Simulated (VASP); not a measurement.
# ZrB2 (P6/mmm) in VASP: further runs

ZrB2 is run at these levels: PBE; tasks: single point.

Program: VASP 6.6.1. These are calculated values, not measurements. Logs are shortened: lines on timing, memory, paths and dates and some standing lists are left out, and cuts for length are marked.

## Step 1: The cell of the first run

Symmetry: P6/mmm, No. 191, hexagonal system. Conventional cell: a = 3.172 Å, b = 3.172 Å, c = 3.539 Å, α = 90.00°, β = 90.00°, γ = 120.00°. Zr (site symmetry 6/mmm) has 12 B at 2.55 Å and 6 Zr at 3.17 Å within 3.4 Å. Within 2.4 Å of B (site symmetry -6m2) lie 3 B at 1.83 Å.

## Step 2: Single point, PBE

INCAR

```
SYSTEM = ZrB2
PREC     = Accurate       ! precision mode
ENCUT    = 500            ! plane-wave cutoff, eV
EDIFF    = 1E-6           ! SCF threshold, eV
ISMEAR   = -1             ! smearing method
SIGMA    = 0.05           ! smearing width, eV
LREAL    = .FALSE.        ! projectors in reciprocal space
LASPH    = .TRUE.         ! aspherical terms in the spheres
NELM     = 120            ! most SCF steps
ALGO     = Normal         ! electronic algorithm
ISIF     = 2              ! what is computed and relaxed
LWAVE    = .FALSE.        ! write WAVECAR
LCHARG   = .TRUE.         ! write CHGCAR
GGA      = PE             ! functional
LELF     = .TRUE.         ! ELF
LVHAR    = .TRUE.       
NBANDS   = 16             ! bands
GGA_COMPAT= .FALSE.
```

KPOINTS

```
regular mesh
0
G
  7 7 6
  0 0 0
```

POSCAR

```
ZrB2
1.0
    3.1723540090      0.0000000000      0.0000000000
   -1.5861770045      2.7473391616      0.0000000000
    0.0000000000      0.0000000000      3.5394592564
Zr B
1 2
Direct
    0.0000000000      0.0000000000      0.0000000000
    0.3333333333      0.6666666667      0.5000000000
    0.6666666667      0.3333333333      0.5000000000
```

Potentials or basis: VASP PAW PBE potentials, release 64 (Zr_sv, B).

Launch:

```sh
$ cat potpaw_PBE.64/Zr_sv/POTCAR potpaw_PBE.64/B/POTCAR > POTCAR
$ mpirun -np 1 vasp_std > vasp.out
```

OUTCAR:

```text
SYSTEM = ZrB2
   PREC = Accurate
   ENCUT = 500
   EDIFF = 1E-6
   ISMEAR = -1
   LREAL = .FALSE.
   LASPH = .TRUE.
   NELM = 120
   ISIF = 2
   GGA = PE

 ion  position               nearest neighbor table
   1  0.000  0.000  0.000-   2 2.55   3 2.55   2 2.55   3 2.55   3 2.55   3 2.55   2 2.55   2 2.55
                             3 2.55   3 2.55   2 2.55   2 2.55
   2  0.333  0.667  0.500-   3 1.83   3 1.83   3 1.83   1 2.55   1 2.55   1 2.55   1 2.55   1 2.55
                             1 2.55
   3  0.667  0.333  0.500-   2 1.83   2 1.83   2 1.83   1 2.55   1 2.55   1 2.55   1 2.55   1 2.55
                             1 2.55

  LATTYP: Found a hexagonal cell.
 ALAT       =     3.1723540090
 C/A-ratio  =     1.1157201392

  Lattice vectors:

 A1 = (   3.1723540090,   0.0000000000,   0.0000000000)
 A2 = (  -1.5861770045,   2.7473391616,   0.0000000000)
 A3 = (   0.0000000000,   0.0000000000,   3.5394592564)

Analysis of symmetry for initial positions (statically):
=====================================================================
 Subroutine PRICEL returns:
 Original cell was already a primitive cell.

 Routine SETGRP: Setting up the symmetry group for a
 hexagonal supercell.

 Subroutine GETGRP returns: Found 24 space group operations
 (whereof 24 operations were pure point group operations)
 out of a pool of 24 trial point group operations.

The static configuration has the point symmetry D_6h.

Analysis of symmetry for dynamics (positions and initial velocities):
=====================================================================
 Subroutine PRICEL returns:
 Original cell was already a primitive cell.

 Routine SETGRP: Setting up the symmetry group for a
 hexagonal supercell.

 Subroutine GETGRP returns: Found 24 space group operations
 (whereof 24 operations were pure point group operations)
 out of a pool of 24 trial point group operations.

The dynamic configuration has the point symmetry D_6h.

 Subroutine INISYM returns: Found 24 space group operations
 (whereof 24 operations are pure point group operations),
 and found     1 'primitive' translations

----------------------------------------------------------------------------------------

                                     Primitive cell

  volume of cell :      30.8483

  direct lattice vectors                    reciprocal lattice vectors
     3.172354009  0.000000000  0.000000000     0.315223332  0.181994275  0.000000000
    -1.586177005  2.747339162  0.000000000     0.000000000  0.363988551  0.000000000
     0.000000000  0.000000000  3.539459256     0.000000000  0.000000000  0.282529033

  length of vectors
     3.172354009  3.172354009  3.539459256     0.363988551  0.363988551  0.282529033

  position of ions in fractional coordinates (direct lattice)
     0.000000000  0.000000000  0.000000000
     0.333333333  0.666666667  0.500000000
     0.666666667  0.333333333  0.500000000

  ion indices of the primitive-cell ions
   primitive index   ion index
                 1           1
                 2           2
                 3           3

----------------------------------------------------------------------------------------

 KPOINTS: regular mesh

Automatic generation of k-mesh.
 Grid dimensions read from file:
 generate k-points for:    7    7    6

 Generating k-lattice:

  Cartesian coordinates                     Fractional coordinates (reciprocal lattice)
     0.045031905  0.025999182  0.000000000     0.142857143  0.000000000  0.000000000
     0.000000000  0.051998364  0.000000000     0.000000000  0.142857143  0.000000000
     0.000000000  0.000000000  0.047088172     0.000000000  0.000000000  0.166666667

  Length of vectors
     0.051998364  0.051998364  0.047088172

  Shift w.r.t. Gamma in fractional coordinates (k-lattice)
     0.000000000  0.000000000  0.000000000

 Subroutine IBZKPT returns following result:
 ===========================================

 Found     32 irreducible k-points:

 Following reciprocal coordinates:
            Coordinates               Weight
  0.000000  0.000000  0.000000      1.000000
  0.142857  0.000000  0.000000      6.000000
  0.285714  0.000000  0.000000      6.000000
  0.428571  0.000000  0.000000      6.000000
  0.142857  0.142857  0.000000      6.000000
  0.285714  0.142857  0.000000     12.000000
[... 16 lines left out ...]
  0.428571  0.142857  0.333333     12.000000
  0.285714  0.285714  0.333333     12.000000
 [... further k-points ...]
   k-points           NKPTS =     32   k-points in BZ     NKDIM =     32   number of bands    NBANDS=     16
   number of dos      NEDOS =    301   number of ions     NIONS =      3
   total plane-waves  NPLWV =  16128
   dimension x,y,z NGX =    24 NGY =   24 NGZ =   28
   dimension x,y,z NGXF=    48 NGYF=   48 NGZF=   56
   ions per type =               1   2
   NGX,Y,Z   is equivalent  to a cutoff of  12.58, 12.58, 13.15 a.u.
   NGXF,Y,Z  is equivalent  to a cutoff of  25.15, 25.15, 26.30 a.u.
 SYSTEM =  ZrB2
   PREC   = accura    normal or accurate (medium, high low for compatibility)
   ISTART =      0    job   : 0-new  1-cont  2-samecut
   ICHARG =      2    charge: 1-file 2-atom 10-const
   ISPIN  =      1    spin polarized calculation?
   LNONCOLLINEAR =      F non collinear calculations
   LSORBIT =      F    spin-orbit coupling
   LASPH  =      T    aspherical Exc in radial PAW
   ENCUT  =  500.0 eV  36.75 Ry    6.06 a.u.   5.78  5.78  6.45*2*pi/ulx,y,z
   NELM   =    120;   NELMIN=  2; NELMDL= -5     # of ELM steps
   EDIFF  = 0.1E-05   stopping-criterion for ELM
   LREAL  =      F    real-space projection
   EDIFFG = 0.1E-04   stopping-criterion for IOM
   NSW    =      0    number of steps for IOM
   IBRION =     -1    ionic relax: 0-MD 1-quasi-New 2-CG
   NFREE  =      0    steps in history (QN), initial steepest desc. (CG)
   ISIF   =      2    stress and relaxation
   ISYM   =      2    0-nonsym 1-usesym 2-fastsym
   POTIM  = 0.5000    time-step for ionic-motion
   TEBEG  =    0.0;   TEEND  =   0.0 temperature during run
   PSTRESS=    0.0 pullay stress
   NELECT =      18.0000    total number of electrons
   NUPDOWN=      -1.0000    fix difference up-down
   EMIN   =  10.00;   EMAX   =-10.00  energy-range for DOS
   EFERMI =   0.00;   METHOD = LEGACY
   ISMEAR =    -1;   SIGMA  =   0.05  broadening in eV -4-tet -1-fermi 0-gaus
   EFERMI_NEDOS =   21; number of points for ismear=-14 and -15
   IALGO  =     38    algorithm
   IMIX   =      4    mixing-type and parameters
     AMIX     =   0.40;   BMIX     =  1.00
     AMIX_MAG =   1.60;   BMIX_MAG =  1.00
  volume/ion in A,a.u.               =      10.28        69.39
  Fermi-wavevector in a.u.,A,eV,Ry     =   1.368008  2.585161 25.462577  1.871447
  Thomas-Fermi vector in A             =   2.494010
   LORBIT       =      0    0 simple, 1 ext, 2 COOP (PROOUT), +10 PAW based schemes
   GGA     = PE    functional components
   LHFCALC =     F    Hartree Fock is set to
   AEXX    =    0.0000 exact exchange contribution
   IVDW    =     0    specifies the selected vdW correction
   LEPSILON=     F    determine dielectric tensor
   LRPA    =     F    only Hartree local field effects (RPA)
 non-spin polarized calculation
  energy-cutoff  :      500.00
  volume of cell :       30.85
 maximum number of plane-waves:       796
 NGX is ok and might be reduce to    24
   NGX = 11   NGY = 11   NGZ = 13

 number of electron      18.0000000 magnetization

 Free energy of the ion-electron system (eV)
  ---------------------------------------------------
  ext. energy  EPLUGINS =         0.00000000
  ---------------------------------------------------
  free energy    TOTEN  =       -24.97219257 eV

  energy without entropy =      -24.96920420  energy(sigma->0) =      -24.97069839

 E-fermi :  10.2941     XC(G=0): -12.4281

 val. band max:       10.1326580974   @ k =   0.1429   0.0000   0.3333
 cond. band min:      10.2961620236   @ k =   0.4286   0.1429   0.0000
 fundamental gap:      0.1635039262
 Fermi energy:        10.2941368576

 k-point     1 :       0.0000    0.0000    0.0000
  band No.  band energies     occupation
      1     -38.1521      2.00000
      2     -16.3393      2.00000
      3     -15.7861      2.00000
      4     -15.7861      2.00000
      5      -2.2287      2.00000
      6       7.8714      2.00000
[... 8 lines left out ...]
     15      15.6270      0.00000
     16      15.6270      0.00000

 k-point     2 :       0.1429    0.0000    0.0000
  band No.  band energies     occupation
      1     -38.1307      2.00000
      2     -16.3073      2.00000
      3     -15.9721      2.00000
      4     -15.8267      2.00000
      5      -1.8289      2.00000
      6       6.8049      2.00000
[... 8 lines left out ...]
     15      16.9051      0.00000
     16      17.3523      0.00000

 k-point     3 :       0.2857    0.0000    0.0000
  band No.  band energies     occupation
      1     -38.0821      2.00000
      2     -16.3699      2.00000
      3     -16.2346      2.00000
      4     -15.9166      2.00000
      5      -0.7419      2.00000
      6       4.8031      2.00000
[... 8 lines left out ...]
     15      18.0276      0.00000
     16      20.0541      0.00000

 k-point     4 :       0.4286    0.0000    0.0000
  band No.  band energies     occupation
      1     -38.0428      2.00000
      2     -16.6715      2.00000
      3     -16.1755      2.00000
      4     -15.9874      2.00000
      5       0.8176      2.00000
      6       2.7593      2.00000
[... 8 lines left out ...]
     15      18.9754      0.00000
     16      20.0149      0.00000
[... 324 lines left out ...]
 k-point    22 :       0.2857    0.1429    0.3333
  band No.  band energies     occupation
      1     -38.0385      2.00000
      2     -16.4910      2.00000
      3     -16.4114      2.00000
      4     -16.0246      2.00000
      5       0.4631      2.00000
      6       3.8440      2.00000
[... 8 lines left out ...]
     15      19.0040      0.00000
     16      20.3545      0.00000

 k-point    23 :       0.4286    0.1429    0.3333
  band No.  band energies     occupation
      1     -38.0189      2.00000
      2     -16.6121      2.00000
      3     -16.3739      2.00000
      4     -16.0828      2.00000
      5       1.0674      2.00000
      6       2.7787      2.00000
[... 8 lines left out ...]
     15      18.8150      0.00000
     16      20.3390      0.00000

 k-point    24 :       0.2857    0.2857    0.3333
  band No.  band energies     occupation
      1     -38.0141      2.00000
      2     -16.4922      2.00000
      3     -16.3643      2.00000
      4     -16.2582      2.00000
      5       1.3234      2.00000
      6       2.6866      2.00000
[... 8 lines left out ...]
     15      18.8089      0.00000
     16      20.2153      0.00000

 [... further k-points ...]

------------------------ aborting loop because EDIFF is reached ----------------------------------------

  FORCE on cell =-STRESS in cart. coord.  units (eV):
  Direction    XX          YY          ZZ          XY          YZ          ZX
  --------------------------------------------------------------------------------------
  -------------------------------------------------------------------------------------
  Total        0.0329225      0.0329225      0.0438866      0.0000000      0.0000000     -0.0000000
  in kB        1.7099097      1.7099097      2.2793546      0.0000000      0.0000000     -0.0000000
  external PRESSURE =       1.8997247 kB  Pullay stress =       0.0000000 kB

 VOLUME and BASIS-vectors are now :
 -----------------------------------------------------------------------------
  energy-cutoff  :      500.00
  volume of cell :       30.85
      direct lattice vectors                 reciprocal lattice vectors
     3.172354009  0.000000000  0.000000000     0.315223332  0.181994275  0.000000000
    -1.586177005  2.747339162  0.000000000     0.000000000  0.363988551  0.000000000
     0.000000000  0.000000000  3.539459256     0.000000000  0.000000000  0.282529033

 POSITION                                       TOTAL-FORCE (eV/Angst)
 -----------------------------------------------------------------------------------
      0.00000      0.00000      0.00000        -0.000000      0.000000      0.000000
     -0.00000      1.83156      1.76973        -0.000000      0.000000      0.000000
      1.58618      0.91578      1.76973         0.000000      0.000000      0.000000
 -----------------------------------------------------------------------------------
    total drift:                               -0.000000      0.000000      0.000000

  FREE ENERGIE OF THE ION-ELECTRON SYSTEM (eV)
  ---------------------------------------------------
  free  energy   TOTEN  =       -24.9721925746 eV

  energy  without entropy=      -24.9692042031  energy(sigma->0) =      -24.97069839
```

Wall time 6.9 s (1 thread of Intel Xeon 6975P-C (Granite Rapids), shared host); peak memory 0.15 GiB.

What came out:

| Item | Value |
| --- | --- |
| Free energy | -24.9722 eV |
| Pressure | 0.2 GPa |
| Band gap on the k mesh | zero (band 9 reaches 11.26 eV, above the bottom of band 10 at 10.30 eV) |

Levels at points of the mesh, in eV from the Fermi level:
| k point | band 6 | band 7 | band 8 | band 9 | band 10 | band 11 | band 12 | band 13 |
| --- | --- | --- | --- | --- | --- | --- | --- | --- |
| (0.00, 0.00, 0.00) | -2.42 | -2.42 | -2.38 | -2.17 | 3.58 | 3.58 | 4.35 | 4.35 |
| (0.00, 0.00, 0.50) | -6.76 | -0.77 | -0.77 | 0.53 | 0.53 | 0.97 | 0.97 | 2.00 |

## Step 3: Single point, PBE

This run uses another cell than the first one, of 10.08 Å³/atom, 0.980 times its volume.

INCAR

```
PREC = Accurate
ENCUT = 500
EDIFF = 1E-6
ISMEAR = -1
SIGMA = 0.05
LREAL = F
LASPH = T
NELM = 120
ALGO = Normal
ISIF = 2
LWAVE = F
LCHARG = T
GGA = PE
LELF = T
LVHAR = T
NBANDS = 16
GGA_COMPAT = F
```

KPOINTS

```
Automatic mesh
0
Gamma
  7 7 6
```

POSCAR

```
ZrB2
1.0
    3.1510624009      0.0000000000      0.0000000000
   -1.5755312005      2.7289000881      0.0000000000
    0.0000000000      0.0000000000      3.5157037805
Zr B
1 2
Direct
    0.0000000000      0.0000000000      0.0000000000
    0.3333333333      0.6666666667      0.5000000000
    0.6666666667      0.3333333333      0.5000000000
```

Potentials or basis: VASP PAW PBE potentials, release 64 (Zr_sv, B).

Launch:

```sh
$ cat potpaw_PBE.64/Zr_sv/POTCAR potpaw_PBE.64/B/POTCAR > POTCAR
$ mpirun -np 1 vasp_std > vasp.out
```

Run time: 7.1 s. Hardware: 1 thread of Intel Xeon 6975P-C (Granite Rapids), shared host; peak memory 0.14 GiB.

It converged, with:

```yaml
Free_energy: -24.9616 eV
Pressure: 5.2 GPa
Band_gap_on_the_k_mesh: zero (band 9 reaches 11.50 eV, above the bottom of band 10 at 10.52 eV)
```

Stress tensor (GPa, compression positive):
```
5.36 0.00 0.00
0.00 5.36 0.00
0.00 0.00 4.96
```

Levels at points of the mesh, in eV from the Fermi level:
| k point | band 5 | band 6 | band 7 | band 8 | band 9 | band 10 | band 11 | band 12 | band 13 | band 14 |
| --- | --- | --- | --- | --- | --- | --- | --- | --- | --- | --- |
| (0.00, 0.00, 0.00) | -12.61 | -2.46 | -2.46 | -2.42 | -2.15 | 3.68 | 3.68 | 4.45 | 4.45 | 5.19 |
| (0.00, 0.00, 0.50) | -10.52 | -6.81 | -0.77 | -0.77 | 0.55 | 0.55 | 1.00 | 1.00 | 2.06 | 5.29 |

## Step 4: Single point, PBE

This run uses another cell than the first one, of 10.49 Å³/atom, 1.020 times its volume.

INCAR

```
SYSTEM = ZrB2
PREC     = Accurate       ! precision mode
ENCUT    = 500            ! plane-wave cutoff, eV
EDIFF    = 1E-6           ! SCF threshold, eV
ISMEAR   = -1             ! smearing method
SIGMA    = 0.05           ! smearing width, eV
LREAL    = .False.        ! projectors in reciprocal space
LASPH    = .True.         ! aspherical terms in the spheres
NELM     = 120            ! most SCF steps
ALGO     = Normal         ! electronic algorithm
ISIF     = 2              ! what is computed and relaxed
LWAVE    = .False.        ! write WAVECAR
LCHARG   = .False.        ! write CHGCAR
GGA      = PE             ! functional
NBANDS   = 16             ! bands
GGA_COMPAT= .False.
```

KPOINTS

```
Automatic mesh
0
Gamma
  7 7 6
  0 0 0
```

POSCAR

```
ZrB2
1.0
    3.1933635882      0.0000000000      0.0000000000
   -1.5966817941      2.7655339909      0.0000000000
    0.0000000000      0.0000000000      3.5629000670
Zr B
1 2
Direct
    0.0000000000      0.0000000000      0.0000000000
    0.3333333333      0.6666666667      0.5000000000
    0.6666666667      0.3333333333      0.5000000000
```

Launch:

```sh
$ cat potpaw_PBE.64/Zr_sv/POTCAR potpaw_PBE.64/B/POTCAR > POTCAR
$ mpirun -np 1 vasp_std > vasp.out
```

Wall time 7 s (1 thread of Intel Xeon 6975P-C (Granite Rapids), shared host); peak memory 0.14 GiB.

The run converged. Its results:

```yaml
Free_energy: -24.9643 eV
Pressure: -4.4 GPa
Band_gap_on_the_k_mesh: zero (band 9 reaches 11.03 eV, above the bottom of band 10 at 10.08 eV)
```

Stress tensor (GPa, compression positive):
```
-4.54  0.00  0.00
 0.00 -4.54  0.00
 0.00  0.00 -4.04
```

Levels at points of the mesh, in eV from the Fermi level:
| k point | band 5 | band 6 | band 7 | band 8 | band 9 | band 10 | band 11 | band 12 | band 13 | band 14 |
| --- | --- | --- | --- | --- | --- | --- | --- | --- | --- | --- |
| (0.00, 0.00, 0.00) | -12.43 | -2.39 | -2.39 | -2.34 | -2.18 | 3.49 | 3.49 | 4.24 | 4.24 | 4.91 |
| (0.00, 0.00, 0.50) | -10.50 | -6.71 | -0.77 | -0.77 | 0.52 | 0.52 | 0.95 | 0.95 | 1.95 | 5.18 |

## Step 5: Summary

| cell | gap on the mesh (eV) | pressure (GPa) |
| --- | --- | --- |
| a = 3.172, b = 3.172, c = 3.539 Å, angles 90.0, 90.0, 120.0°, 3 atoms | none | 0.2 |
| a = 3.151, b = 3.151, c = 3.516 Å, angles 90.0, 90.0, 120.0°, 3 atoms | none | 5.2 |
| a = 3.193, b = 3.193, c = 3.563 Å, angles 90.0, 90.0, 120.0°, 3 atoms | none | -4.4 |

Alike in all rows: task single point; level PBE; potentials or basis VASP PAW PBE potentials, release 64 (Zr_sv, B); no spin polarisation; k mesh 7 × 7 × 6; cutoff (eV) 500; smearing fermi-dirac 0.05 eV.

Absolute energies hang on the potentials; compare differences alone.
